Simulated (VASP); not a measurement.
# RbCaH3 (P4/mmm) in VASP: notebook

Runs on RbCaH3. Level: LDA. Tasks: single point.

All numbers are computed with VASP 6.6.1; they aren't measurements. Logs are shortened: lines on timing, memory, paths and dates and some standing lists are left out, and cuts for length are marked.

## 1. The cell of the first run

It takes space group P4/mmm (No. 123, tetragonal). Conventional cell: a = 4.092 Å, b = 4.092 Å, c = 4.547 Å, α = 90.00°, β = 90.00°, γ = 90.00°. Within 3.8 Å of Rb (site symmetry 4/mmm) lie 12 H at 2.89 to 3.06 Å and 8 Ca at 3.68 Å. Ca (site symmetry 4/mmm) has 6 H at 2.05 to 2.27 Å within 2.7 Å. Within 2.7 Å of H (site symmetry mmm) lie 2 Ca at 2.05 Å. H (site symmetry 4/mmm) has 2 Ca at 2.27 Å and 4 Rb at 2.89 Å and 8 H at 3.06 Å within 3.1 Å.

## 2. Single point, LDA (strain -0.1000 x Voigt [1, 1, 0, 0, 0, 0])

The input, INCAR:

```
SYSTEM = RbCaH3
PREC = Accurate ; ENCUT = 520
EDIFF = 1E-7 ; ISMEAR = 0
SIGMA = 0.05 ; LREAL = .False.
LASPH = .True. ; NELM = 100
ALGO = Normal ; ISIF = 2
LWAVE = .False. ; LCHARG = .False.
GGA = CA ; NBANDS = 19
```

The input, KPOINTS:

```
regular mesh
0
Gamma
  6 6 6
  0 0 0
```

The input, POSCAR:

```
RbCaH3
1.0
    4.0923000000      0.0000000000      0.0000000000
    0.0000000000      4.0923000000      0.0000000000
    0.0000000000      0.0000000000      4.5470000000
Rb Ca H
1 1 3
Direct
    0.0000000000      0.0000000000      0.0000000000
    0.5000000000      0.5000000000      0.5000000000
    0.0000000000      0.5000000000      0.5000000000
    0.5000000000      0.0000000000      0.5000000000
    0.5000000000      0.5000000000      0.0000000000
```

Potentials or basis: VASP PAW LDA potentials, release 64 (Rb_sv, Ca_sv, H).

The run is started by

```console
$ cat potpaw_LDA.64/Rb_sv/POTCAR potpaw_LDA.64/Ca_sv/POTCAR potpaw_LDA.64/H/POTCAR > POTCAR
$ mpirun -np 1 vasp_std > vasp.out
```

OUTCAR:

```text
SYSTEM = RbCaH3
   PREC = Accurate
   ENCUT = 520
   EDIFF = 1E-7
   ISMEAR = 0
   LREAL = .False.
   LASPH = .True.
   NELM = 100
   ISIF = 2
   GGA = CA

 ion  position               nearest neighbor table
   1  0.000  0.000  0.000-   5 2.89   5 2.89   5 2.89   5 2.89   4 3.06   3 3.06   4 3.06   3 3.06
                             4 3.06   3 3.06   4 3.06   3 3.06   2 3.68   2 3.68   2 3.68   2 3.68
   2  0.500  0.500  0.500-   1 3.68   1 3.68   1 3.68   1 3.68   1 3.68   1 3.68   1 3.68   1 3.68

   3  0.000  0.500  0.500-   1 3.06   1 3.06   1 3.06   1 3.06
   4  0.500  0.000  0.500-   1 3.06   1 3.06   1 3.06   1 3.06
   5  0.500  0.500  0.000-   1 2.89   1 2.89   1 2.89   1 2.89

  LATTYP: Found a simple tetragonal cell.
 ALAT       =     4.0923000000
 C/A-ratio  =     1.1111111111

  Lattice vectors:

 A1 = (   4.0923000000,   0.0000000000,   0.0000000000)
 A2 = (   0.0000000000,   4.0923000000,   0.0000000000)
 A3 = (   0.0000000000,   0.0000000000,   4.5470000000)

Analysis of symmetry for initial positions (statically):
=====================================================================
 Subroutine PRICEL returns:
 Original cell was already a primitive cell.

 Routine SETGRP: Setting up the symmetry group for a
 simple tetragonal supercell.

 Subroutine GETGRP returns: Found 16 space group operations
 (whereof 16 operations were pure point group operations)
 out of a pool of 16 trial point group operations.

The static configuration has the point symmetry D_4h.

Analysis of symmetry for dynamics (positions and initial velocities):
=====================================================================
 Subroutine PRICEL returns:
 Original cell was already a primitive cell.

 Routine SETGRP: Setting up the symmetry group for a
 simple tetragonal supercell.

 Subroutine GETGRP returns: Found 16 space group operations
 (whereof 16 operations were pure point group operations)
 out of a pool of 16 trial point group operations.

The dynamic configuration has the point symmetry D_4h.

 Subroutine INISYM returns: Found 16 space group operations
 (whereof 16 operations are pure point group operations),
 and found     1 'primitive' translations

----------------------------------------------------------------------------------------

                                     Primitive cell

  volume of cell :      76.1482

  direct lattice vectors                    reciprocal lattice vectors
     4.092300000  0.000000000  0.000000000     0.244361362  0.000000000  0.000000000
     0.000000000  4.092300000  0.000000000     0.000000000  0.244361362  0.000000000
     0.000000000  0.000000000  4.547000000     0.000000000  0.000000000  0.219925225

  length of vectors
     4.092300000  4.092300000  4.547000000     0.244361362  0.244361362  0.219925225

  position of ions in fractional coordinates (direct lattice)
     0.000000000  0.000000000  0.000000000
     0.500000000  0.500000000  0.500000000
     0.000000000  0.500000000  0.500000000
     0.500000000  0.000000000  0.500000000
     0.500000000  0.500000000  0.000000000

  ion indices of the primitive-cell ions
   primitive index   ion index
                 1           1
                 2           2
                 3           3
                 4           4
                 5           5

----------------------------------------------------------------------------------------

 KPOINTS: regular mesh

Automatic generation of k-mesh.
 Grid dimensions read from file:
 generate k-points for:    6    6    6

 Generating k-lattice:

  Cartesian coordinates                     Fractional coordinates (reciprocal lattice)
     0.040726894  0.000000000  0.000000000     0.166666667  0.000000000  0.000000000
     0.000000000  0.040726894  0.000000000     0.000000000  0.166666667  0.000000000
     0.000000000  0.000000000  0.036654204     0.000000000  0.000000000  0.166666667

  Length of vectors
     0.040726894  0.040726894  0.036654204

  Shift w.r.t. Gamma in fractional coordinates (k-lattice)
     0.000000000  0.000000000  0.000000000

 Subroutine IBZKPT returns following result:
 ===========================================

 Found     40 irreducible k-points:

 Following reciprocal coordinates:
            Coordinates               Weight
  0.000000  0.000000  0.000000      1.000000
  0.166667  0.000000  0.000000      4.000000
  0.333333  0.000000  0.000000      4.000000
  0.500000  0.000000  0.000000      2.000000
  0.166667  0.166667  0.000000      4.000000
  0.333333  0.166667  0.000000      8.000000
[... 16 lines left out ...]
  0.333333  0.000000  0.333333      8.000000
  0.500000  0.000000  0.333333      4.000000
 [... further k-points ...]
   k-points           NKPTS =     40   k-points in BZ     NKDIM =     40   number of bands    NBANDS=     19
   number of dos      NEDOS =    301   number of ions     NIONS =      5
   total plane-waves  NPLWV =  32400
   dimension x,y,z NGX =    30 NGY =   30 NGZ =   36
   dimension x,y,z NGXF=    60 NGYF=   60 NGZF=   72
   ions per type =               1   1   3
   NGX,Y,Z   is equivalent  to a cutoff of  12.19, 12.19, 13.16 a.u.
   NGXF,Y,Z  is equivalent  to a cutoff of  24.37, 24.37, 26.32 a.u.
 SYSTEM =  RbCaH3
   PREC   = accura    normal or accurate (medium, high low for compatibility)
   ISTART =      0    job   : 0-new  1-cont  2-samecut
   ICHARG =      2    charge: 1-file 2-atom 10-const
   ISPIN  =      1    spin polarized calculation?
   LNONCOLLINEAR =      F non collinear calculations
   LSORBIT =      F    spin-orbit coupling
   LASPH  =      T    aspherical Exc in radial PAW
   ENCUT  =  520.0 eV  38.22 Ry    6.18 a.u.   7.61  7.61  8.45*2*pi/ulx,y,z
   NELM   =    100;   NELMIN=  2; NELMDL= -5     # of ELM steps
   EDIFF  = 0.1E-06   stopping-criterion for ELM
   LREAL  =      F    real-space projection
   EDIFFG = 0.1E-05   stopping-criterion for IOM
   NSW    =      0    number of steps for IOM
   IBRION =     -1    ionic relax: 0-MD 1-quasi-New 2-CG
   NFREE  =      0    steps in history (QN), initial steepest desc. (CG)
   ISIF   =      2    stress and relaxation
   ISYM   =      2    0-nonsym 1-usesym 2-fastsym
   POTIM  = 0.5000    time-step for ionic-motion
   TEBEG  =    0.0;   TEEND  =   0.0 temperature during run
   PSTRESS=    0.0 pullay stress
   NELECT =      22.0000    total number of electrons
   NUPDOWN=      -1.0000    fix difference up-down
   EMIN   =  10.00;   EMAX   =-10.00  energy-range for DOS
   EFERMI =   0.00;   METHOD = LEGACY
   ISMEAR =     0;   SIGMA  =   0.05  broadening in eV -4-tet -1-fermi 0-gaus
   EFERMI_NEDOS =   21; number of points for ismear=-14 and -15
   IALGO  =     38    algorithm
   IMIX   =      4    mixing-type and parameters
     AMIX     =   0.40;   BMIX     =  1.00
     AMIX_MAG =   1.60;   BMIX_MAG =  1.00
  volume/ion in A,a.u.               =      15.23       102.77
  Fermi-wavevector in a.u.,A,eV,Ry     =   1.082254  2.045163 15.936139  1.171273
  Thomas-Fermi vector in A             =   2.218291
   LORBIT       =      0    0 simple, 1 ext, 2 COOP (PROOUT), +10 PAW based schemes
   GGA     = CA    functional components
   LHFCALC =     F    Hartree Fock is set to
   AEXX    =    0.0000 exact exchange contribution
   IVDW    =     0    specifies the selected vdW correction
   LEPSILON=     F    determine dielectric tensor
   LRPA    =     F    only Hartree local field effects (RPA)
 non-spin polarized calculation
 Gauss-broadening in eV      SIGMA  =   0.05
  energy-cutoff  :      520.00
  volume of cell :       76.15
 maximum number of plane-waves:      2069
   NGX = 15   NGY = 15   NGZ = 17

 number of electron      22.0000002 magnetization

 Free energy of the ion-electron system (eV)
  ---------------------------------------------------
  ext. energy  EPLUGINS =         0.00000000
  ---------------------------------------------------
  free energy    TOTEN  =       -15.64219265 eV

  energy without entropy =      -15.64219265  energy(sigma->0) =      -15.64219265

 E-fermi :  -0.0512     XC(G=0):  -8.9844

 val. band max:       -0.3206063745   @ k =   0.5000   0.5000   0.0000
 cond. band min:       2.1489029687   @ k =   0.5000   0.5000   0.0000
 fundamental gap:      2.4695093432
 Fermi energy:        -0.0511926955

 k-point     1 :       0.0000    0.0000    0.0000
  band No.  band energies     occupation
      1     -38.0959      2.00000
      2     -25.6485      2.00000
      3     -19.5013      2.00000
      4     -19.4426      2.00000
      5     -19.4426      2.00000
      6      -9.8339      2.00000
[... 11 lines left out ...]
     18       8.1853      0.00000
     19       8.1853      0.00000

 k-point     2 :       0.1667    0.0000    0.0000
  band No.  band energies     occupation
      1     -38.0946      2.00000
      2     -25.6428      2.00000
      3     -19.4994      2.00000
      4     -19.4699      2.00000
      5     -19.4410      2.00000
      6      -9.8480      2.00000
[... 11 lines left out ...]
     18       7.5353      0.00000
     19       7.7135      0.00000

 k-point     3 :       0.3333    0.0000    0.0000
  band No.  band energies     occupation
      1     -38.0921      2.00000
      2     -25.6315      2.00000
      3     -19.5239      2.00000
      4     -19.4957      2.00000
      5     -19.4378      2.00000
      6     -10.1057      2.00000
[... 11 lines left out ...]
     18       6.6835      0.00000
     19       8.1760      0.00000

 k-point     4 :       0.5000    0.0000    0.0000
  band No.  band energies     occupation
      1     -38.0908      2.00000
      2     -25.6258      2.00000
      3     -19.5505      2.00000
      4     -19.4938      2.00000
      5     -19.4362      2.00000
      6     -10.2252      2.00000
[... 407 lines left out ...]
     18       7.5045      0.00000
     19       8.2092      0.00000

 k-point    23 :       0.3333    0.0000    0.3333
  band No.  band energies     occupation
      1     -38.0912      2.00000
      2     -25.6259      2.00000
      3     -19.5268      2.00000
      4     -19.5227      2.00000
      5     -19.4364      2.00000
      6     -10.0532      2.00000
[... 11 lines left out ...]
     18       8.3036      0.00000
     19       8.3111      0.00000

 k-point    24 :       0.5000    0.0000    0.3333
  band No.  band energies     occupation
      1     -38.0900      2.00000
      2     -25.6197      2.00000
      3     -19.5542      2.00000
      4     -19.5231      2.00000
      5     -19.4350      2.00000
      6     -10.1557      2.00000
[... 11 lines left out ...]
     18       8.1897      0.00000
     19       8.7047      0.00000

 [... further k-points ...]
[... 5 lines left out ...]
  --------------------------------------------------------------------------------------
  -------------------------------------------------------------------------------------
  Total        3.3475324      3.3475324     -0.1700248      0.0000000      0.0000000      0.0000000
  in kB       70.4328861     70.4328861     -3.5773633      0.0000000      0.0000000      0.0000000
  external PRESSURE =      45.7628030 kB  Pullay stress =       0.0000000 kB

 VOLUME and BASIS-vectors are now :
 -----------------------------------------------------------------------------
  energy-cutoff  :      520.00
  volume of cell :       76.15
      direct lattice vectors                 reciprocal lattice vectors
     4.092300000  0.000000000  0.000000000     0.244361362  0.000000000  0.000000000
     0.000000000  4.092300000  0.000000000     0.000000000  0.244361362  0.000000000
     0.000000000  0.000000000  4.547000000     0.000000000  0.000000000  0.219925225

 POSITION                                       TOTAL-FORCE (eV/Angst)
 -----------------------------------------------------------------------------------
      0.00000      0.00000      0.00000         0.000000      0.000000      0.000000
      2.04615      2.04615      2.27350         0.000000      0.000000      0.000000
      0.00000      2.04615      2.27350         0.000000      0.000000      0.000000
      2.04615      0.00000      2.27350         0.000000      0.000000      0.000000
      2.04615      2.04615      0.00000         0.000000      0.000000      0.000000
 -----------------------------------------------------------------------------------
    total drift:                                0.000000      0.000000      0.000000

  FREE ENERGIE OF THE ION-ELECTRON SYSTEM (eV)
  ---------------------------------------------------
  free  energy   TOTEN  =       -15.6421926479 eV

  energy  without entropy=      -15.6421926479  energy(sigma->0) =      -15.64219265
```

Wall time 58 s (1 thread of Intel Xeon Platinum 8259CL at 2.50GHz (Skylake/Cascade Lake), shared host); peak memory 0.19 GiB.

What came out:

- Free energy: -15.6422 eV
- Pressure: 4.6 GPa
- Band gap on the k mesh: 2.47 eV

Levels at points of the mesh, in eV from the valence-band top:
```tsv
k point	band 9	band 10	band 11	band 12	band 13	band 14
(0.00, 0.00, 0.00)	-3.57	-1.12	-1.06	5.87	5.87	6.36
(0.50, 0.00, 0.00)	-1.79	-1.00	-0.61	5.16	5.26	5.57
(0.50, 0.50, 0.00)	-1.66	0.00	0.00	2.47	4.13	4.13
(0.00, 0.00, 0.50)	-2.19	-1.36	-0.84	5.31	5.78	5.78
(0.50, 0.00, 0.50)	-1.94	-0.15	-0.12	2.55	4.83	4.89
(0.50, 0.50, 0.50)	-0.75	-0.42	-0.42	3.89	4.35	4.35
```

Caveat: the cell differs from its parent crystal (strain -0.1000 x Voigt [1, 1, 0, 0, 0, 0]); the cell stands under pressure. A k mesh can miss the band edges.

## 3. Single point, LDA (strain -0.0750 x Voigt [1, 1, 0, 0, 0, 0])

The input, INCAR:

```
PREC     = Accurate       # precision mode
ENCUT    = 520            # plane-wave cutoff, eV
EDIFF    = 1E-6           # SCF threshold, eV
ISMEAR   = 0              # smearing method
SIGMA    = 0.05           # smearing width, eV
LREAL    = F              # projectors in reciprocal space
LASPH    = T              # aspherical terms in the spheres
NELM     = 100            # most SCF steps
ALGO     = Normal         # electronic algorithm
ISIF     = 2              # what is computed and relaxed
LWAVE    = F              # write WAVECAR
LCHARG   = T              # write CHGCAR
GGA      = CA             # functional
LELF     = T              # ELF
LVHAR    = T            
NBANDS   = 19             # bands
```

The input, KPOINTS:

```
Automatic mesh
0
Gamma
  6 6 6
```

Edit POSCAR of step 2 so:

```diff
@@ -2,4 +2,4 @@
 1.0
-    4.0923000000      0.0000000000      0.0000000000
-    0.0000000000      4.0923000000      0.0000000000
+    4.2059750000      0.0000000000      0.0000000000
+    0.0000000000      4.2059750000      0.0000000000
     0.0000000000      0.0000000000      4.5470000000
```

Potentials or basis: VASP PAW LDA potentials, release 64 (Rb_sv, Ca_sv, H).

The run is started by

```console
$ cat potpaw_LDA.64/Rb_sv/POTCAR potpaw_LDA.64/Ca_sv/POTCAR potpaw_LDA.64/H/POTCAR > POTCAR
$ mpirun -np 1 vasp_std > vasp.out
```

Run time: 47 s. Hardware: 1 thread of Intel Xeon Platinum 8259CL at 2.50GHz (Skylake/Cascade Lake), shared host; peak memory 0.19 GiB.

It converged, with:

* Free energy: -15.7862 eV
* Pressure: 2.1 GPa
* Band gap on the k mesh: 2.64 eV

Stress tensor (GPa, compression positive):
```
 3.69  0.00  0.00
 0.00  3.69  0.00
 0.00  0.00 -1.01
```

Levels at points of the mesh, in eV from the valence-band top:
```tsv
k point	band 9	band 10	band 11	band 12	band 13	band 14
(0.00, 0.00, 0.00)	-3.35	-0.88	-0.84	5.90	5.90	6.26
(0.50, 0.00, 0.00)	-1.70	-0.93	-0.47	5.26	5.41	5.56
(0.50, 0.50, 0.00)	-1.49	0.00	0.00	2.64	4.36	4.36
(0.00, 0.00, 0.50)	-1.99	-1.16	-0.62	5.44	5.70	5.70
(0.50, 0.00, 0.50)	-1.71	-0.11	-0.08	2.68	4.85	4.90
(0.50, 0.50, 0.50)	-0.56	-0.36	-0.36	4.01	4.33	4.33
```

Caveat: the cell differs from its parent crystal (strain -0.0750 x Voigt [1, 1, 0, 0, 0, 0]).

## 4. Single point, LDA (strain +0.0750 x Voigt [1, 1, 0, 0, 0, 0])

The input, INCAR:

```
ALGO = Normal ; EDIFF = 1E-6
ENCUT = 520 ; GGA = CA
ISIF = 2 ; ISMEAR = 0
LASPH = T ; LCHARG = T
LELF = T ; LREAL = F
LVHAR = T ; LWAVE = F
NBANDS = 19 ; NELM = 80
PREC = Accurate ; SIGMA = 0.05
```

The input, KPOINTS:

```
k-points
0
Gamma
  6 6 6
```

Edit POSCAR of step 3 so:

```diff
@@ -2,4 +2,4 @@
 1.0
-    4.2059750000      0.0000000000      0.0000000000
-    0.0000000000      4.2059750000      0.0000000000
+    4.8880250000      0.0000000000      0.0000000000
+    0.0000000000      4.8880250000      0.0000000000
     0.0000000000      0.0000000000      4.5470000000
```

The run is started by

```console
$ cat potpaw_LDA.64/Rb_sv/POTCAR potpaw_LDA.64/Ca_sv/POTCAR potpaw_LDA.64/H/POTCAR > POTCAR
$ mpirun -np 1 vasp_std > vasp.out
```

Run time: 60 s. Hardware: 1 thread of Intel Xeon Platinum 8259CL at 2.50GHz (Skylake/Cascade Lake), shared host; peak memory 0.23 GiB.

It converged, with:

```yaml
Free_energy: -15.4617 eV
Pressure: -4.4 GPa
Band_gap_on_the_k_mesh: 2.82 eV (least direct gap 2.96 eV)
```

Stress tensor (GPa, compression positive):
```
-4.98  0.00  0.00
 0.00 -4.98  0.00
 0.00  0.00 -3.14
```

Levels at points of the mesh, in eV from the valence-band top:
| k point | band 9 | band 10 | band 11 | band 12 | band 13 | band 14 |
| --- | --- | --- | --- | --- | --- | --- |
| (0.00, 0.00, 0.00) | -2.60 | -0.30 | -0.27 | 5.33 | 5.58 | 5.58 |
| (0.50, 0.00, 0.00) | -1.61 | -0.76 | -0.11 | 4.98 | 5.23 | 5.34 |
| (0.50, 0.50, 0.00) | -1.22 | -0.17 | -0.17 | 2.82 | 4.76 | 4.87 |
| (0.00, 0.00, 0.50) | -1.34 | -0.65 | 0.00 | 4.90 | 4.90 | 5.58 |
| (0.50, 0.00, 0.50) | -0.96 | -0.16 | -0.08 | 2.87 | 4.49 | 4.53 |
| (0.50, 0.50, 0.50) | -0.23 | -0.23 | -0.22 | 3.88 | 3.88 | 4.06 |

Caveat: the cell differs from its parent crystal (strain +0.0750 x Voigt [1, 1, 0, 0, 0, 0]); the cell stands under tension.

## 5. The runs side by side

```csv
cell,gap on the mesh (eV),pressure (GPa)
"a = 4.092, b = 4.092, c = 4.547 Å, 5 atoms",2.47,4.6
"a = 4.206, b = 4.206, c = 4.547 Å, 5 atoms",2.64,2.1
"a = 4.888, b = 4.888, c = 4.547 Å, 5 atoms",2.82,-4.4
```

Alike in all rows: task single point; level LDA; potentials or basis VASP PAW LDA potentials, release 64 (Rb_sv, Ca_sv, H); no spin polarisation; k mesh 6 × 6 × 6; cutoff (eV) 520; smearing gaussian 0.05 eV.

Caveats: the cell stands under pressure (at least some runs); the cell stands under tension (at least some runs).

Total energies depend on the potentials used, so only differences within one code and one set of settings carry meaning.
